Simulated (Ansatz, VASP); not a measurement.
Two plane-wave programs on GaO3

```
Ga O
1.0
    -2.38390    2.38390    2.38390
     2.38390   -2.38390    2.38390
     2.38390    2.38390   -2.38390
Ga O
1 3
Direct
  0.00000 0.00000 0.00000
  0.00000 0.50000 0.50000
  0.50000 0.00000 0.50000
  0.50000 0.50000 0.00000
```

Alike in both runs: task single point; functional PBE; k mesh 6 × 6 × 6; occupations gaussian, width 0.1 eV; no spin polarisation.

|  | VASP | Ansatz |
| --- | --- | --- |
| version | VASP 6.6.1 | Ansatz 0.2.0 |
| potentials or method | VASP PAW PBE potentials, release 64 (Ga_d, O), cutoff 520 eV | scalar-relativistic, plane waves, PAW |
| valence electrons in the cell | 31 | 31 |

Ansatz gave:

| Property | Result |
| --- | --- |
| gap on the k mesh at the Fermi level (eV) | none |
| pressure (GPa) | -27.4 |

Task: Estimate VASP's values.

Result: gap on the k mesh at the Fermi level (eV): none; pressure (GPa): -27.5.

A gap of «none» marks a metal or a gap that the smearing closes. The functional is the same, so the differences come from potentials, cutoffs and numerics.
